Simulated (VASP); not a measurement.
YbH3:

```
Yb H
1.0
     0.00000    2.60497    2.60497
     2.60497    0.00000    2.60497
     2.60497    2.60497    0.00000
Yb H
1 3
Cartesian
  0.0000 0.0000 0.0000
  2.6050 2.6050 2.6050
  1.3025 1.3025 1.3025
  3.9075 3.9075 3.9075
```

Base run:

* Program: VASP 6.6.1
* Functional: PBE
* Potentials or basis: VASP PAW PBE potentials, release 64 (Yb, H)
* Cutoff: 520 eV
* k mesh: 9 × 9 × 9
* Occupations: fermi-dirac, width 0.05 eV
* Spin: collinear spin, ferromagnetic start
* Starting moments: [1.0, 0.0, 0.0, 0.0] μB
* Hubbard terms: Yb f U = 8.0 eV

Its results: pressure -2.7 GPa; net moment 0.01 μB per cell.

Task: After a change of settings the same cell gave: pressure -1.7 GPa; net moment -0.02 μB per cell. Which change was it?
A. hubbard terms from Yb f U = 8.0 eV to Yb f U = 3.0 eV
B. hubbard terms from Yb f U = 8.0 eV to Yb f U = 2.0 eV; further incar settings from ALGO = Normal; EDIFF = 1e-06; NBANDS = 26 to ALGO = Normal; EDIFF = 1e-07; NBANDS = 26
C. hubbard terms from Yb f U = 8.0 eV to Yb f U = 4.0 eV
D. occupations from fermi-dirac, width 0.05 eV to gaussian, width 0.05 eV; hubbard terms from Yb f U = 8.0 eV to none

Result: C.
